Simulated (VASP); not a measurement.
Write the native input for VASP 6.6.1 that does the following.

- Task: single point
- Functional: r2SCAN
- Potentials or basis: VASP PAW PBE potentials, release 64 (W_sv, Se)
- Cutoff: 520 eV
- k mesh: 12 × 12 × 2
- Occupations: gaussian, width 0.05 eV
- Spin: no spin polarisation
- Dipole correction: no
- Further INCAR settings: ALGO = Normal; EDIFF = 1e-06; NBANDS = 20

WSe2, a slab with vacuum:

```
W Se
1.0
     3.31436    0.00000    0.00000
    -1.65718    2.89903    0.00000
     0.00000    0.00000   16.65868
W Se
1 2
Direct
  0.00000 0.00000 0.00000
  0.33333 0.66667 0.09970
  0.33333 0.66667 0.90030
```

This cell differs from its parent crystal: strain +0.0100 x Voigt [0, 1, 0, 0, 0, 0].

These files were run (other wordings do the same):

POSCAR

```
WSe2
1.0
    3.3143636060      0.0000000000      0.0000000000
   -1.6571818030      2.8990263110      0.0000000000
    0.0000000000      0.0000000000     16.6586759938
W Se
1 2
Direct
    0.0000000000      0.0000000000      0.0000000000
    0.3333333333      0.6666666667      0.0997031696
    0.3333333333      0.6666666667      0.9002968304
```

INCAR.step1

```
PREC = Accurate
ENCUT = 520
ISMEAR = 0
SIGMA = 0.05
LREAL = F
LASPH = T
NELM = 100
NBANDS = 20
GGA = PE
ALGO = Normal
EDIFF = 1E-4
LWAVE = T
LCHARG = F
```

INCAR.step2

```
PREC = Accurate
ENCUT = 520
EDIFF = 1E-6
ISMEAR = 0
SIGMA = 0.05
LREAL = F
LASPH = T
NELM = 100
ALGO = Normal
ISIF = 2
LWAVE = F
LCHARG = T
METAGGA = R2SCAN
LMIXTAU = T
LELF = T
LVHAR = T
NBANDS = 20
ISTART = 1
```

KPOINTS

```
regular mesh
0
Gamma
  12 12 2
```

Potentials or basis: VASP PAW PBE potentials, release 64 (W_sv, Se).

Run with:

```bash
$ cat potpaw_PBE.64/W_sv/POTCAR potpaw_PBE.64/Se/POTCAR > POTCAR
$ cp INCAR.step1 INCAR
$ mpirun -np 1 vasp_std > vasp.out
$ cp INCAR.step2 INCAR
$ mpirun -np 1 vasp_std > vasp.out
```

Results of the run:

The largest force is 0.070 eV/Å and the band gap on the k mesh is 1.59 eV.

Caveat: the cell differs from its parent crystal (strain +0.0100 x Voigt [0, 1, 0, 0, 0, 0]); there is no dipole correction, which matters where the two faces differ; the PAW data sets were made with another functional, which shifts forces and pressure a little; spin-orbit coupling is left out, which moves the levels of the heavy elements.

It took 31 min on 1 thread of Oxide Virtual Turin-like Processor, with other jobs on the host, peak memory 0.48 GiB.
